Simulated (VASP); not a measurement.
Write the native input for VASP 6.6.1 that does the following.

```yaml
Task: relaxation of cell and atoms
Functional: BLYP
Dispersion: D4
Potentials_or_basis: VASP PAW PBE potentials, release 64 (Cd, S)
Cutoff: 600 eV
k_mesh: 8 × 8 × 8
Occupations: fermi-dirac, width 0.05 eV
Spin: no spin polarisation
Dipole_correction: no
Further_INCAR_settings: ALGO = Normal; EDIFF = 1e-07; IBRION = 2; EDIFFG = -0.01; NSW = 60; ISIF = 3
```

The structure of CdS lies in POSCAR:

```
CdS
1.0
    0.0000000000      2.7532440000      2.7532440000
    2.7532440000      0.0000000000      2.7532440000
    2.7532440000      2.7532440000      0.0000000000
Cd S
1 1
Direct
    0.0000000000      0.0000000000      0.0000000000
    0.5000000000      0.5000000000      0.5000000000
```

The input as run:

INCAR

```
SYSTEM = CdS
  PREC = Accurate
  ENCUT = 600
  EDIFF = 1E-7
  ISMEAR = -1
  SIGMA = 0.05
  LREAL = .False.
  LASPH = .True.
  NELM = 60
  ALGO = Normal
  ISIF = 3
  LWAVE = .False.
  LCHARG = .False.
  GGA = B5
  ALDAX = 1.0
  AGGAX = 1.0
  AGGAC = 1.0
  ALDAC = 0.0
  IVDW = 13
  VDW_S6 = 1.0
  VDW_S8 = 2.34076671
  VDW_A1 = 0.44488865
  VDW_A2 = 4.0933009
  IBRION = 2
  NSW = 60
  EDIFFG = -0.01
```

KPOINTS

```
regular mesh
0
Gamma
  8 8 8
  0 0 0
```

Potentials or basis: VASP PAW PBE potentials, release 64 (Cd, S).

Command:

```bash
$ cat potpaw_PBE.64/Cd/POTCAR potpaw_PBE.64/S/POTCAR > POTCAR
$ mpirun -np 1 vasp_std > vasp.out
```

It gave:

```json
{"Relaxed volume": "20.57 Å³/atom", "Relaxed cell": "a = 3.875 Å, b = 3.875 Å, c = 3.875 Å, α = 60.00°, β = 60.00°, γ = 60.00°", "Space group after relaxing (to 0.05 Å)": "Fm-3m (No. 225)", "Energy gained by relaxing": "1.0 meV/atom", "Ionic steps": "3", "Pressure after relaxing": "0.0 GPa", "Band gap on the k mesh": "0.18 eV, indirect (least direct gap 1.63 eV)", "Dispersion energy per atom": "-0.733 eV"}
```

Caveat: the PAW data sets were made with another functional, which shifts forces and pressure a little.

Wall time 33 s on 1 thread of Intel(R) Xeon(R) 6975P-C (Granite Rapids), on a shared host, peak memory 0.19 GiB.
